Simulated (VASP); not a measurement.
Crystal: Sn2TeO2.

```
CELL_PARAMETERS angstrom
4.46692 0.00000 0.00000
-2.23346 3.86846 0.00000
0.00000 0.00000 7.48722
ATOMIC_POSITIONS crystal
Sn 0.33333 0.66667 0.26000
Sn 0.66667 0.33333 0.74000
Te 0.00000 0.00000 0.00000
O 0.33333 0.66667 0.62000
O 0.66667 0.33333 0.38000
```

| Property | Result |
| --- | --- |
| Program | VASP 6.6.1 |
| Task | relaxation of cell and atoms |
| Functional | PBE |
| Potentials or basis | VASP PAW PBE potentials, release 64 (Sn_d, Te, O) |
| Cutoff | 600 eV |
| k mesh | 6 × 6 × 2 |
| Occupations | gaussian, width 0.1 eV |
| Spin | no spin polarisation |

At the start: pressure -12.4 GPa; volume 25.88 Å³/atom.

Where does the relaxation end?

Over 10 steps the energy falls by 574.5 meV/atom and the volume is 19.50 Å³/atom (-24.6 %); space group P-3m1 (No. 164, to 0.05 Å).

The path:
```
step  energy change (eV)  largest force (eV/Å)  pressure (GPa)  volume (Å³)
   1              0.0000                2.4256          -12.43       129.38
   2             -2.4899                2.1813           -0.94        95.30
   3             -2.5301                1.9435            2.96        91.51
   4             -2.7970                0.1617            4.63        92.04
   5             -2.7971                0.1750            4.58        92.03
   6             -2.8545                0.2956           -1.92        99.48
   7             -2.8668                0.2541           -0.21        97.14
   8             -2.8713                0.0930            0.05        97.29
   9             -2.8715                0.1036            0.09        97.33
  10             -2.8726                0.0229           -0.12        97.52
```

Final structure:
```
Sn Te O
1.0
     4.12488    0.00000    0.00000
    -2.06244    3.57225    0.00000
     0.00000    0.00000    6.61813
Sn Te O
2 1 2
Direct
  0.33333 0.66667 0.29669
  0.66667 0.33333 0.70331
  0.00000 0.00000 0.00000
  0.33333 0.66667 0.61379
  0.66667 0.33333 0.38621
```

Caveat: the k points lie up to 0.47 Å⁻¹ apart in the final cell; the volume moved by over 15 % at a fixed basis, so the end points are rough.
